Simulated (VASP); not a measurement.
Runs of VASP 6.6.1 on ZnS. The structure is that of space group I-4m2 (No. 119), or close to it. The cells are those of the table. 

| level | cell | smearing | gap on the mesh (eV) | pressure (GPa) |
| --- | --- | --- | --- | --- |
| PBE | a = 3.799, b = 3.799, c = 3.924 Å, angles 58.9, 58.9, 62.2°, 2 atoms | fermi-dirac 0.02 eV | 1.91 | 0.7 |
| PBE | a = 3.803, b = 3.803, c = 3.886 Å, angles 59.3, 59.3, 61.4°, 2 atoms | fermi-dirac 0.02 eV | (a) | 1.2 |
| PBE | a = 3.826, b = 3.826, c = 3.658 Å, angles 61.4, 61.4, 57.1°, 2 atoms | fermi-dirac 0.02 eV | 2.16 | 5.3 |
| PBE | a = 3.795, b = 3.795, c = 3.962 Å, angles 58.5, 58.5, 62.9°, 2 atoms | fermi-dirac 0.02 eV | 1.84 | (b) |
| r2SCAN | a = 3.826, b = 3.826, c = 3.658 Å, angles 61.4, 61.4, 57.1°, 2 atoms | gaussian 0.01 eV | (c) | 2.9 |

Alike in all rows: task single point; potentials or basis VASP PAW PBE potentials, release 64 (Zn, S); no spin polarisation; k mesh 8 × 8 × 8; cutoff (eV) 520.

**Question.** Fill in the values left out.

**Answer.** (a) 1.99; (b) 0.2; (c) 2.73.

Caveats: the PAW data sets were made with another functional, which shifts forces and pressure a little (some runs).

